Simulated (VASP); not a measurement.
# AlN (scan) (P6_3mc) in VASP: further runs, part 2 of 2

VASP 6.6.1. Earlier steps stand in the parts before.

**3. Single point, r2SCAN**

This run uses another cell than the first one, of 10.40 Å³/atom, 0.996 times its volume.

Input file POSCAR:

```
AlN
1.0
    3.1065679352      0.0000000000      0.0000000000
   -1.5532839676      2.6903667505      0.0000000000
    0.0000000000      0.0000000000      4.9780667183
Al N
2 2
Direct
    0.3333333333      0.6666666667      0.0001738566
    0.6666666667      0.3333333333      0.5001738566
    0.3333333333      0.6666666667      0.3818261434
    0.6666666667      0.3333333333      0.8818261434
```

Input file INCAR.step1:

```
SYSTEM = AlN
ALGO = Normal ; EDIFF = 1E-4
ENCUT = 520 ; GGA = PE
ISMEAR = 0 ; LASPH = .True.
LCHARG = .False. ; LREAL = .False.
LWAVE = .True. ; NBANDS = 16
NELM = 100 ; PREC = Accurate
SIGMA = 0.02
```

Input file INCAR.step2:

```
SYSTEM = AlN
ALGO = Normal ; EDIFF = 1E-6
ENCUT = 520 ; ISIF = 2
ISMEAR = 0 ; ISTART = 1
LASPH = .True. ; LCHARG = .False.
LMIXTAU = .True. ; LREAL = .False.
LWAVE = .False. ; METAGGA = R2SCAN
NBANDS = 16 ; NELM = 100
PREC = Accurate ; SIGMA = 0.02
```

Input file KPOINTS:

```
k-points
0
Gamma
  9 9 6
  0 0 0
```

Potentials or basis: VASP PAW PBE potentials, release 64 (Al, N).

On the command line:

```sh
$ cat potpaw_PBE.64/Al/POTCAR potpaw_PBE.64/N/POTCAR > POTCAR
$ cp INCAR.step1 INCAR
$ mpirun -np 1 vasp_std > vasp.out
$ cp INCAR.step2 INCAR
$ mpirun -np 1 vasp_std > vasp.out
```

OUTCAR:

```text
SYSTEM = AlN
   EDIFF = 1E-6
   ENCUT = 520
   ISIF = 2
   ISMEAR = 0
   ISTART = 1
   LASPH = .True.
   LREAL = .False.
   METAGGA = R2SCAN
   NELM = 100
   PREC = Accurate

 ion  position               nearest neighbor table
   1  0.333  0.667  0.000-   4 1.89   4 1.89   4 1.89   3 1.90   2 3.07   2 3.07   2 3.07   2 3.07
                             2 3.07   2 3.07
   2  0.667  0.333  0.500-   3 1.89   3 1.89   3 1.89   4 1.90   1 3.07   1 3.07   1 3.07   1 3.07
                             1 3.07   1 3.07
   3  0.333  0.667  0.382-   2 1.89   2 1.89   2 1.89   1 1.90
[... 662 lines left out ...]
  --------------------------------------------------------------------------------------
  -------------------------------------------------------------------------------------
  Total       -0.0926016     -0.0926016     -0.0911519      0.0000000      0.0000000     -0.0000000
  in kB       -3.5659569     -3.5659569     -3.5101290      0.0000000      0.0000000     -0.0000000
  external PRESSURE =      -3.5473476 kB  Pullay stress =       0.0000000 kB

 VOLUME and BASIS-vectors are now :
 -----------------------------------------------------------------------------
  energy-cutoff  :      520.00
  volume of cell :       41.61
      direct lattice vectors                 reciprocal lattice vectors
     3.106567935  0.000000000  0.000000000     0.321898642  0.185848268  0.000000000
    -1.553283968  2.690366750  0.000000000     0.000000000  0.371696535  0.000000000
     0.000000000  0.000000000  4.978066718     0.000000000  0.000000000  0.200881197

 POSITION                                       TOTAL-FORCE (eV/Angst)
 -----------------------------------------------------------------------------------
     -0.00000      1.79358      0.00087        -0.000000     -0.000000      0.000523
      1.55328      0.89679      2.48990         0.000000      0.000000      0.000523
     -0.00000      1.79358      1.90076        -0.000000     -0.000000     -0.000523
      1.55328      0.89679      4.38979         0.000000     -0.000000     -0.000523
 -----------------------------------------------------------------------------------
    total drift:                               -0.000000     -0.000000     -0.019026

  FREE ENERGIE OF THE ION-ELECTRON SYSTEM (eV)
  ---------------------------------------------------
  free  energy   TOTEN  =       -38.4563250352 eV

  energy  without entropy=      -38.4563250352  energy(sigma->0) =      -38.45632504
```

It took 34 s on 1 thread of Intel Xeon 6975P-C (Granite Rapids), shared host; peak memory 0.17 GiB.

What came out:

| Property | Result |
| --- | --- |
| Free energy | -38.4563 eV |
| Pressure | -0.4 GPa |
| Band gap on the k mesh | 4.92 eV, direct |

Caveat: the PAW data sets were made with another functional, which shifts forces and pressure a little. r2SCAN opens gaps a little over a GGA but as a rule still falls short of measured ones.

**4. Single point, r2SCAN**

This run uses another cell than the first one, of 10.40 Å³/atom, 0.996 times its volume.

POSCAR is that of step 3.

Input file INCAR.step1:

```
PREC = Accurate
ENCUT = 520
ISMEAR = 0
SIGMA = 0.01
LREAL = F
LASPH = T
NELM = 80
NBANDS = 16
GGA = PE
ALGO = Normal
EDIFF = 1E-4
LWAVE = T
LCHARG = F
```

Input file INCAR.step2:

```
PREC = Accurate
ENCUT = 520
EDIFF = 1E-6
ISMEAR = 0
SIGMA = 0.01
LREAL = F
LASPH = T
NELM = 80
ALGO = Normal
ISIF = 2
LWAVE = F
LCHARG = F
METAGGA = R2SCAN
LMIXTAU = T
NBANDS = 16
ISTART = 1
```

Input file KPOINTS:

```
regular mesh
0
Gamma
  9 9 6
```

On the command line:

```sh
$ cat potpaw_PBE.64/Al/POTCAR potpaw_PBE.64/N/POTCAR > POTCAR
$ cp INCAR.step1 INCAR
$ mpirun -np 1 vasp_std > vasp.out
$ cp INCAR.step2 INCAR
$ mpirun -np 1 vasp_std > vasp.out
```

Run time: 34 s. Hardware: 1 thread of Intel Xeon 6975P-C (Granite Rapids), shared host; peak memory 0.17 GiB.

Results (log left out):

```
Free energy            : -38.4563 eV
Pressure               : -0.4 GPa
Band gap on the k mesh : 4.92 eV, direct
```

Levels at points of the mesh, in eV from the valence-band top:
| k point | band 4 | band 5 | band 6 | band 7 | band 8 | band 9 | band 10 | band 11 | band 12 | band 13 |
| --- | --- | --- | --- | --- | --- | --- | --- | --- | --- | --- |
| (0.00, 0.00, 0.00) | -0.89 | -0.89 | -0.23 | -0.23 | 0.00 | 4.92 | 7.54 | 11.62 | 12.04 | 12.04 |
| (0.00, 0.00, 0.50) | -3.37 | -0.57 | -0.57 | -0.57 | -0.57 | 7.26 | 7.26 | 11.32 | 11.32 | 12.36 |

Caveat: the PAW data sets were made with another functional, which shifts forces and pressure a little.

**5. Summary**

```tsv
cell	k mesh	smearing	gap on the mesh (eV)	pressure (GPa)
a = 3.112, b = 3.112, c = 4.982 Å, angles 90.0, 90.0, 120.0°, 4 atoms	6 × 6 × 4	gaussian 0.1 eV	4.87	-1.3
a = 3.107, b = 3.107, c = 4.978 Å, angles 90.0, 90.0, 120.0°, 4 atoms	9 × 9 × 6	gaussian 0.02 eV	4.92	-0.4
a = 3.107, b = 3.107, c = 4.978 Å, angles 90.0, 90.0, 120.0°, 4 atoms	9 × 9 × 6	gaussian 0.01 eV	4.92	-0.4
```

Alike in all rows: task single point; level r2SCAN; potentials or basis VASP PAW PBE potentials, release 64 (Al, N); no spin polarisation; cutoff (eV) 520.

Caveats: the PAW data sets were made with another functional, which shifts forces and pressure a little.

Absolute energies hang on the potentials; compare differences alone.
